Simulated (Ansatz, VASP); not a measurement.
## TiAl: VASP beside Ansatz

Contents of INCAR:

```
PREC = Accurate ; ENCUT = 520
EDIFF = 1E-7 ; ISMEAR = 0
SIGMA = 0.15 ; LREAL = False
LASPH = True ; NELM = 100
ALGO = Fast ; ISIF = 2
LWAVE = False ; LCHARG = True
GGA = PS ; LELF = True
LVHAR = True ; NBANDS = 14
```

KPOINTS

```
regular mesh
0
Gamma
  16 16 16
```

POSCAR

```
TiAl
1.0
    2.9440403664      0.0000000000      0.0000000000
    0.0000000000      2.9440403664      0.0000000000
    0.0000000000      0.0000000000      3.6270577314
Ti Al
1 1
Direct
    0.0000000000      0.0000000000      0.0000000000
    0.5000000000      0.5000000000      0.5000000000
```

Input for Ansatz:

```yaml
crystal:
  lattice:
    - [2.9440403664, 0.0, 0.0]
    - [0.0, 2.9440403664, 0.0]
    - [0.0, 0.0, 3.6270577314]
  atoms:
    - { symbol: Ti, position: [0.0, 0.0, 0.0] }
    - { symbol: Al, position: [0.5, 0.5, 0.5] }
basis:
  ecutwfc: 520.0
kpoints:
  mp_grid: { grid: [16, 16, 16] }
hamiltonian:
  xc: pbesol
  pseudopotentials: { kind: paw, azcp: { folder: soft_1 } }
scf:
  occupations: { method: gaussian, width: 0.15 }
output:
  forces: true
  stress: true
  eigenvalues: true
```

Alike in both runs: task single point; functional PBEsol; k mesh 16 × 16 × 16; occupations gaussian, width 0.15 eV; no spin polarisation.

|  | VASP | Ansatz |
| --- | --- | --- |
| version | VASP 6.6.1 | Ansatz 0.2.0 |
| potentials or method | VASP PAW PBE potentials, release 64 (Ti_sv, Al), cutoff 520 eV | scalar-relativistic, plane waves, PAW |
| valence electrons in the cell | 15 | 15 |

Ansatz gave:

| Quantity | Value |
| --- | --- |
| gap on the k mesh at the Fermi level (eV) | none |
| pressure (GPa) | 0.2 |
| traceless stress, the component that is largest in VASP (GPa) | 5.75 |

**Question.** Estimate VASP's values.

**Answer.** gap on the k mesh at the Fermi level (eV): none; pressure (GPa): 0.2; traceless stress, the component that is largest in VASP (GPa): 5.74.

VASP's potentials were made for PBE, not for PBEsol, and Ansatz warns of the same on its side. A gap of «none» marks a metal or a gap that the smearing closes.
